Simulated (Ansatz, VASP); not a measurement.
**MgO in VASP and in Ansatz**

```xyz
2
Lattice="2.9380 0.0000 0.0000 -1.4690 2.5444 0.0000 0.0000 0.0000 2.6797" Properties=species:S:1:pos:R:3 pbc="T T T"
Mg    0.0000    0.0000    0.0000
O     0.0000    1.6963    1.3398
```

Alike in both runs: functional RPBE; dispersion D3(BJ); k mesh 10 × 10 × 10; occupations gaussian, width 0.05 eV; no spin polarisation.

|  | VASP | Ansatz |
| --- | --- | --- |
| version | VASP 6.6.1 | Ansatz 0.2.0 |
| potentials or method | VASP PAW PBE potentials, release 64 (Mg, O), cutoff 520 eV | all-electron PAW datasets made for the crystal |
| task | single point | electron localisation function |

```csv
,VASP,Ansatz,Ansatz less VASP
gap on the k mesh at the Fermi level (eV),3.10,3.12,+0.019
least direct gap on the mesh (eV),3.49,3.51,+0.016
pressure (GPa),-18.3,-17.5,+0.78
"traceless stress, the component that is largest in VASP (GPa)",1.83,1.94,+0.113
```

VASP's potentials were made for PBE, not for RPBE. Ansatz ran all-electron here, and VASP with PAW potentials.
